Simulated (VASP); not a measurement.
# ScBPd3 (Pm-3m) in VASP: a series of runs

Runs on ScBPd3. Level: PBE. Tasks: single point.

All numbers are computed with VASP 6.6.1; they aren't measurements. Logs are shortened: lines on timing, memory, paths and dates and some standing lists are left out, and cuts for length are marked.

### Step 1. The cell of the first run

The structure is cubic, space group Pm-3m (No. 221). The conventional cell has a = 4.235 Å, b = 4.235 Å, c = 4.235 Å, α = 90.00°, β = 90.00°, γ = 90.00°. Within 3.9 Å of Sc (site symmetry m-3m) lie 12 Pd at 2.99 Å and 8 B at 3.67 Å. B (site symmetry m-3m) has 6 Pd at 2.12 Å within 2.8 Å. Pd (site symmetry 4/mmm) has 2 B at 2.12 Å within 2.8 Å.

### Step 2. Single point, PBE

File INCAR:

```
PREC = Accurate
ENCUT = 520
EDIFF = 1E-7
ISMEAR = -1
SIGMA = 0.1
LREAL = F
LASPH = T
NELM = 60
ALGO = Normal
ISIF = 2
LWAVE = F
LCHARG = F
GGA = PE
NBANDS = 30
```

File KPOINTS:

```
regular mesh
0
Gamma
  4 4 4
```

File POSCAR:

```
ScBPd3
1.0
    4.2349570000      0.0000000000      0.0000000000
    0.0000000000      4.2349570000      0.0000000000
    0.0000000000      0.0000000000      4.2349570000
Sc B Pd
1 1 3
Direct
    0.0000000000      0.0000000000      0.0000000000
    0.5000000000      0.5000000000      0.5000000000
    0.0000000000      0.5000000000      0.5000000000
    0.5000000000      0.5000000000      0.0000000000
    0.5000000000      0.0000000000      0.5000000000
```

Potentials or basis: VASP PAW PBE potentials, release 64 (Sc_sv, B, Pd).

The run is started by

```bash
$ cat potpaw_PBE.64/Sc_sv/POTCAR potpaw_PBE.64/B/POTCAR potpaw_PBE.64/Pd/POTCAR > POTCAR
$ mpirun -np 1 vasp_std > vasp.out
```

OUTCAR:

```text
PREC = Accurate
   ENCUT = 520
   EDIFF = 1E-7
   ISMEAR = -1
   LREAL = F
   LASPH = T
   NELM = 60
   ISIF = 2
   GGA = PE

 ion  position               nearest neighbor table
   1  0.000  0.000  0.000-   3 2.99   4 2.99   5 2.99   3 2.99   5 2.99   3 2.99   4 2.99   3 2.99
                             4 2.99   5 2.99   5 2.99   4 2.99
   2  0.500  0.500  0.500-   3 2.12   4 2.12   5 2.12   4 2.12   5 2.12   3 2.12
   3  0.000  0.500  0.500-   2 2.12   2 2.12   4 2.99   5 2.99   1 2.99   4 2.99   1 2.99   5 2.99
                             1 2.99   1 2.99   4 2.99   5 2.99   4 2.99   5 2.99
   4  0.500  0.500  0.000-   2 2.12   2 2.12   3 2.99   5 2.99   1 2.99   3 2.99   5 2.99   1 2.99
                             5 2.99   5 2.99   1 2.99   3 2.99   3 2.99   1 2.99
   5  0.500  0.000  0.500-   2 2.12   2 2.12   3 2.99   4 2.99   1 2.99   4 2.99   1 2.99   3 2.99
                             4 2.99   4 2.99   1 2.99   3 2.99   1 2.99   3 2.99

  LATTYP: Found a simple cubic cell.
 ALAT       =     4.2349570000

  Lattice vectors:

 A1 = (   4.2349570000,   0.0000000000,   0.0000000000)
 A2 = (   0.0000000000,   4.2349570000,   0.0000000000)
 A3 = (   0.0000000000,   0.0000000000,   4.2349570000)

Analysis of symmetry for initial positions (statically):
=====================================================================
 Subroutine PRICEL returns:
 Original cell was already a primitive cell.

 Routine SETGRP: Setting up the symmetry group for a
 simple cubic supercell.

 Subroutine GETGRP returns: Found 48 space group operations
[... 9 lines left out ...]

 Routine SETGRP: Setting up the symmetry group for a
 simple cubic supercell.

 Subroutine GETGRP returns: Found 48 space group operations
[... 11 lines left out ...]
                                     Primitive cell

  volume of cell :      75.9534

  direct lattice vectors                    reciprocal lattice vectors
     4.234957000  0.000000000  0.000000000     0.236129906  0.000000000  0.000000000
     0.000000000  4.234957000  0.000000000     0.000000000  0.236129906  0.000000000
     0.000000000  0.000000000  4.234957000     0.000000000  0.000000000  0.236129906

  length of vectors
     4.234957000  4.234957000  4.234957000     0.236129906  0.236129906  0.236129906

  position of ions in fractional coordinates (direct lattice)
     0.000000000  0.000000000  0.000000000
     0.500000000  0.500000000  0.500000000
     0.000000000  0.500000000  0.500000000
     0.500000000  0.500000000  0.000000000
     0.500000000  0.000000000  0.500000000

  ion indices of the primitive-cell ions
   primitive index   ion index
                 1           1
                 2           2
                 3           3
                 4           4
                 5           5

----------------------------------------------------------------------------------------

 KPOINTS: regular mesh

Automatic generation of k-mesh.
 Grid dimensions read from file:
 generate k-points for:    4    4    4

 Generating k-lattice:

  Cartesian coordinates                     Fractional coordinates (reciprocal lattice)
     0.059032477  0.000000000  0.000000000     0.250000000  0.000000000  0.000000000
     0.000000000  0.059032477  0.000000000     0.000000000  0.250000000  0.000000000
     0.000000000  0.000000000  0.059032477     0.000000000  0.000000000  0.250000000

  Length of vectors
     0.059032477  0.059032477  0.059032477

  Shift w.r.t. Gamma in fractional coordinates (k-lattice)
     0.000000000  0.000000000  0.000000000

 Subroutine IBZKPT returns following result:
 ===========================================

 Found     10 irreducible k-points:

 Following reciprocal coordinates:
            Coordinates               Weight
  0.000000  0.000000  0.000000      1.000000
  0.250000  0.000000  0.000000      6.000000
  0.500000  0.000000  0.000000      3.000000
  0.250000  0.250000  0.000000     12.000000
  0.500000  0.250000  0.000000     12.000000
  0.500000  0.500000  0.000000      3.000000
  0.250000  0.250000  0.250000      8.000000
  0.500000  0.250000  0.250000     12.000000
  0.500000  0.500000  0.250000      6.000000
  0.500000  0.500000  0.500000      1.000000
   k-points           NKPTS =     10   k-points in BZ     NKDIM =     10   number of bands    NBANDS=     30
   number of dos      NEDOS =    301   number of ions     NIONS =      5
   total plane-waves  NPLWV =  32768
   dimension x,y,z NGX =    32 NGY =   32 NGZ =   32
   dimension x,y,z NGXF=    64 NGYF=   64 NGZF=   64
   ions per type =               1   1   3
   NGX,Y,Z   is equivalent  to a cutoff of  12.56, 12.56, 12.56 a.u.
   NGXF,Y,Z  is equivalent  to a cutoff of  25.12, 25.12, 25.12 a.u.
 SYSTEM =  unknown system
   PREC   = accura    normal or accurate (medium, high low for compatibility)
   ISTART =      0    job   : 0-new  1-cont  2-samecut
   ICHARG =      2    charge: 1-file 2-atom 10-const
   ISPIN  =      1    spin polarized calculation?
   LNONCOLLINEAR =      F non collinear calculations
   LSORBIT =      F    spin-orbit coupling
   LASPH  =      T    aspherical Exc in radial PAW
   ENCUT  =  520.0 eV  38.22 Ry    6.18 a.u.   7.87  7.87  7.87*2*pi/ulx,y,z
   NELM   =     60;   NELMIN=  2; NELMDL= -5     # of ELM steps
   EDIFF  = 0.1E-06   stopping-criterion for ELM
   LREAL  =      F    real-space projection
   EDIFFG = 0.1E-05   stopping-criterion for IOM
   NSW    =      0    number of steps for IOM
   IBRION =     -1    ionic relax: 0-MD 1-quasi-New 2-CG
   NFREE  =      0    steps in history (QN), initial steepest desc. (CG)
   ISIF   =      2    stress and relaxation
   ISYM   =      2    0-nonsym 1-usesym 2-fastsym
   POTIM  = 0.5000    time-step for ionic-motion
   TEBEG  =    0.0;   TEEND  =   0.0 temperature during run
   PSTRESS=    0.0 pullay stress
   NELECT =      44.0000    total number of electrons
   NUPDOWN=      -1.0000    fix difference up-down
   EMIN   =  10.00;   EMAX   =-10.00  energy-range for DOS
   EFERMI =   0.00;   METHOD = LEGACY
   ISMEAR =    -1;   SIGMA  =   0.10  broadening in eV -4-tet -1-fermi 0-gaus
   EFERMI_NEDOS =   21; number of points for ismear=-14 and -15
   IALGO  =     38    algorithm
   IMIX   =      4    mixing-type and parameters
     AMIX     =   0.40;   BMIX     =  1.00
     AMIX_MAG =   1.60;   BMIX_MAG =  1.00
  volume/ion in A,a.u.               =      15.19       102.51
  Fermi-wavevector in a.u.,A,eV,Ry     =   1.364719  2.578946 25.340296  1.862459
  Thomas-Fermi vector in A             =   2.491011
   LORBIT       =      0    0 simple, 1 ext, 2 COOP (PROOUT), +10 PAW based schemes
   GGA     = PE    functional components
   LHFCALC =     F    Hartree Fock is set to
   AEXX    =    0.0000 exact exchange contribution
   IVDW    =     0    specifies the selected vdW correction
   LEPSILON=     F    determine dielectric tensor
   LRPA    =     F    only Hartree local field effects (RPA)
 non-spin polarized calculation
  energy-cutoff  :      520.00
  volume of cell :       75.95
 maximum number of plane-waves:      2103
 NGX is ok and might be reduce to    32
   NGX = 15   NGY = 15   NGZ = 15

 number of electron      43.9999994 magnetization

 Free energy of the ion-electron system (eV)
  ---------------------------------------------------
  ext. energy  EPLUGINS =         0.00000000
  ---------------------------------------------------
  free energy    TOTEN  =       -31.37175061 eV

  energy without entropy =      -31.23140058  energy(sigma->0) =      -31.30157559

 E-fermi :   8.1354     XC(G=0): -12.0098

 val. band max:        8.1108130940   @ k =   0.2500   0.2500   0.2500
 cond. band min:       8.1382985647   @ k =   0.5000   0.2500   0.2500
 fundamental gap:      0.0274854707
 Fermi energy:         8.1354454751

 k-point     1 :       0.0000    0.0000    0.0000
  band No.  band energies     occupation
      1     -42.6299      2.00000
      2     -21.1937      2.00000
      3     -21.1937      2.00000
      4     -21.1937      2.00000
      5      -2.3286      2.00000
      6       2.1019      2.00000
[... 22 lines left out ...]
     29      13.8518      0.00000
     30      13.8556      0.00000

 k-point     2 :       0.2500    0.0000    0.0000
  band No.  band energies     occupation
      1     -42.6295      2.00000
      2     -21.2017      2.00000
      3     -21.1942      2.00000
      4     -21.1942      2.00000
      5      -1.9217      2.00000
      6       2.5384      2.00000
[... 22 lines left out ...]
     29      13.1966      0.00000
     30      13.9038      0.00000

 k-point     3 :       0.5000    0.0000    0.0000
  band No.  band energies     occupation
      1     -42.6291      2.00000
      2     -21.2098      2.00000
      3     -21.1947      2.00000
      4     -21.1947      2.00000
      5      -1.3510      2.00000
      6       2.3304      2.00000
[... 22 lines left out ...]
     29      13.3484      0.00000
     30      13.6977      0.00000

 k-point     4 :       0.2500    0.2500    0.0000
  band No.  band energies     occupation
      1     -42.6292      2.00000
      2     -21.2023      2.00000
      3     -21.2002      2.00000
      4     -21.1947      2.00000
      5      -1.5158      2.00000
      6       2.8693      2.00000
[... 22 lines left out ...]
     29      12.2438      0.00000
     30      14.2165      0.00000

 k-point     5 :       0.5000    0.2500    0.0000
  band No.  band energies     occupation
      1     -42.6289      2.00000
      2     -21.2083      2.00000
      3     -21.2008      2.00000
      4     -21.1952      2.00000
      5      -0.9228      2.00000
      6       2.0255      2.00000
[... 22 lines left out ...]
     29      11.6413      0.00000
     30      14.0026      0.00000

 k-point     6 :       0.5000    0.5000    0.0000
  band No.  band energies     occupation
      1     -42.6286      2.00000
      2     -21.2067      2.00000
      3     -21.2067      2.00000
      4     -21.1957      2.00000
      5      -0.2250      2.00000
      6       1.7898      2.00000
[... 22 lines left out ...]
     29      10.8884      0.00000
     30      14.9480      0.00000

 k-point     7 :       0.2500    0.2500    0.2500
  band No.  band energies     occupation
      1     -42.6289      2.00000
      2     -21.2027      2.00000
      3     -21.1997      2.00000
      4     -21.1997      2.00000
      5      -1.1178      2.00000
      6       2.5874      2.00000
[... 22 lines left out ...]
     29      13.0523      0.00000
     30      13.1165      0.00000

 k-point     8 :       0.5000    0.2500    0.2500
  band No.  band energies     occupation
      1     -42.6287      2.00000
      2     -21.2067      2.00000
      3     -21.2012      2.00000
      4     -21.1992      2.00000
      5      -0.5096      2.00000
      6       1.7207      2.00000
[... 22 lines left out ...]
     29      11.8044      0.00000
     30      12.5569      0.00000

 k-point     9 :       0.5000    0.5000    0.2500
  band No.  band energies     occupation
      1     -42.6285      2.00000
      2     -21.2051      2.00000
      3     -21.2051      2.00000
      4     -21.1996      2.00000
      5       0.2120      2.00000
      6       1.4850      2.00000
[... 22 lines left out ...]
     29      11.7049      0.00000
     30      13.0658      0.00000

 k-point    10 :       0.5000    0.5000    0.5000
  band No.  band energies     occupation
      1     -42.6284      2.00000
      2     -21.2035      2.00000
      3     -21.2035      2.00000
      4     -21.2035      2.00000
      5       1.2440      2.00000
      6       1.2440      2.00000
[... 22 lines left out ...]
     29      11.9535      0.00000
     30      11.9535      0.00000

------------------------ aborting loop because EDIFF is reached ----------------------------------------

  FORCE on cell =-STRESS in cart. coord.  units (eV):
  Direction    XX          YY          ZZ          XY          YZ          ZX
  --------------------------------------------------------------------------------------
  -------------------------------------------------------------------------------------
  Total       -0.3710878     -0.3710878     -0.3710878     -0.0000000      0.0000000     -0.0000000
  in kB       -7.8278105     -7.8278105     -7.8278105     -0.0000000      0.0000000     -0.0000000
  external PRESSURE =      -7.8278105 kB  Pullay stress =       0.0000000 kB

 VOLUME and BASIS-vectors are now :
 -----------------------------------------------------------------------------
  energy-cutoff  :      520.00
  volume of cell :       75.95
      direct lattice vectors                 reciprocal lattice vectors
     4.234957000  0.000000000  0.000000000     0.236129906  0.000000000  0.000000000
     0.000000000  4.234957000  0.000000000     0.000000000  0.236129906  0.000000000
     0.000000000  0.000000000  4.234957000     0.000000000  0.000000000  0.236129906

 POSITION                                       TOTAL-FORCE (eV/Angst)
 -----------------------------------------------------------------------------------
      0.00000      0.00000      0.00000         0.000000      0.000000      0.000000
      2.11748      2.11748      2.11748         0.000000      0.000000      0.000000
      0.00000      2.11748      2.11748         0.000000      0.000000      0.000000
      2.11748      2.11748      0.00000         0.000000      0.000000      0.000000
      2.11748      0.00000      2.11748         0.000000      0.000000      0.000000
 -----------------------------------------------------------------------------------
    total drift:                                0.000000     -0.000000     -0.000000

  FREE ENERGIE OF THE ION-ELECTRON SYSTEM (eV)
  ---------------------------------------------------
  free  energy   TOTEN  =       -31.3717506054 eV

  energy  without entropy=      -31.2314005844  energy(sigma->0) =      -31.30157559
```

It took 41 s on 1 thread of Intel Xeon Platinum 8259CL at 2.50GHz (Skylake/Cascade Lake), shared host; peak memory 0.18 GiB.

Results:

```
Free energy            : -31.3718 eV
Pressure               : -0.8 GPa
Band gap on the k mesh : zero (band 22 reaches 8.42 eV, above the bottom of band 23 at 6.63 eV)
```

Caveat: the k points lie up to 0.37 Å⁻¹ apart.

### Step 3. Single point, PBE

File INCAR:

```
PREC = Accurate
ENCUT = 520
EDIFF = 1E-7
ISMEAR = -1
SIGMA = 0.1
LREAL = False
LASPH = True
NELM = 60
ALGO = Normal
ISIF = 2
LWAVE = False
LCHARG = True
GGA = PE
LELF = True
LVHAR = True
NBANDS = 30
```

File KPOINTS:

```
regular mesh
0
Gamma
  5 5 5
```

POSCAR is that of step 2.

Potentials or basis: VASP PAW PBE potentials, release 64 (Sc_sv, B, Pd).

The run is started by

```bash
$ cat potpaw_PBE.64/Sc_sv/POTCAR potpaw_PBE.64/B/POTCAR potpaw_PBE.64/Pd/POTCAR > POTCAR
$ mpirun -np 1 vasp_std > vasp.out
```

Run time: 42 s. Hardware: 1 thread of Intel Xeon Platinum 8259CL at 2.50GHz (Skylake/Cascade Lake), shared host; peak memory 0.18 GiB.

The run converged. Its results:

```yaml
Free_energy: -31.3538 eV
Pressure: -0.7 GPa
Band_gap_on_the_k_mesh: zero (band 22 reaches 8.42 eV, above the bottom of band 23 at 6.65 eV)
```

Levels at points of the mesh, in eV from the Fermi level:
```
           k point  band 18  band 19  band 20  band 21  band 22  band 23  band 24  band 25  band 26  band 27
(0.00, 0.00, 0.00)    -1.58    -1.58    -1.57    -1.56    -1.56    -1.56     1.20     1.20     2.12     2.12
```
